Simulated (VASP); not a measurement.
Write the native input for VASP 6.6.1 that does the following.

```
Task                   : single point
Functional             : PBE
Dispersion             : D3(BJ)
Potentials or basis    : VASP PAW PBE potentials, release 64 (Te, Mo_sv)
Cutoff                 : 520 eV
k mesh                 : 9 × 9 × 2
Occupations            : gaussian, width 0.02 eV
Spin                   : no spin polarisation
Dipole correction      : no
Further INCAR settings : ALGO = Normal; EDIFF = 1e-07; NBANDS = 35
```

The structure of Te2Mo lies in POSCAR:

```
Te2Mo
1.0
    3.4966719776      0.0000000000      0.0000000000
   -1.7483359888      3.0282067613      0.0000000000
    0.0000000000      0.0000000000     13.7051192426
Te Mo
4 2
Direct
    0.3333333333      0.6666666667      0.1174268768
    0.6666666667      0.3333333333      0.6173931118
    0.6666666667      0.3333333333      0.8825731232
    0.3333333333      0.6666666667      0.3826068882
    0.3333333333      0.6666666667      0.7499829024
    0.6666666667      0.3333333333      0.2500170976
```

One way to write it, as run:

INCAR

```
PREC = Accurate
ENCUT = 520
EDIFF = 1E-7
ISMEAR = 0
SIGMA = 0.02
LREAL = F
LASPH = T
NELM = 100
ALGO = Normal
ISIF = 2
LWAVE = F
LCHARG = F
GGA = PE
IVDW = 12
NBANDS = 35
```

KPOINTS

```
Automatic mesh
0
Gamma
  9 9 2
```

Potentials or basis: VASP PAW PBE potentials, release 64 (Te, Mo_sv).

The run is started by

```console
$ cat potpaw_PBE.64/Te/POTCAR potpaw_PBE.64/Mo_sv/POTCAR > POTCAR
$ mpirun -np 1 vasp_std > vasp.out
```

It gave:

* Pressure: 0.0 GPa
* Largest force: 0.016 eV/Å
* Band gap on the k mesh: 0.67 eV, indirect (least direct gap 1.04 eV)
* Dispersion energy per atom: -0.554 eV

Caveat: spin-orbit coupling is left out, which moves the levels of the heavy elements.

Run time: 3.1 min on 1 thread of Intel(R) Xeon(R) Platinum 8259CL CPU @ 2.50GHz (Skylake/Cascade Lake), with other jobs on the host, peak memory 0.34 GiB.
